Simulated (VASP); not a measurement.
A run of VASP 6.6.1 is set up as follows.

Contents of INCAR:

```
SYSTEM = Zn
PREC = Accurate
ENCUT = 520
EDIFF = 1E-7
ISMEAR = -1
SIGMA = 0.06122561905347299
LREAL = .FALSE.
LASPH = .TRUE.
NELM = 100
ALGO = Normal
ISIF = 2
LWAVE = .FALSE.
LCHARG = .TRUE.
GGA = PE
LELF = .TRUE.
LVHAR = .TRUE.
NBANDS = 12
```

The input KPOINTS:

```
Automatic mesh
0
G
  16 16 16
  0 0 0
```

The input POSCAR:

```
Zn
1.0
    0.0000000000      1.9770591902      1.9770591902
    1.9770591902      0.0000000000      1.9770591902
    1.9770591902      1.9770591902      0.0000000000
Zn
1
Direct
    0.0000000000      0.0000000000      0.0000000000
```

Potentials or basis: VASP PAW PBE potentials, release 64 (Zn).

The run is started by

```sh
$ cat potpaw_PBE.64/Zn/POTCAR > POTCAR
$ mpirun -np 1 vasp_std > vasp.out
```

(1) What does it give for the band gap on the k mesh?

(2) What does it give for the pressure?

Results:

(1) zero (band 6 reaches 5.19 eV, above the bottom of band 7 at 1.54 eV).

(2) -1.0 GPa.
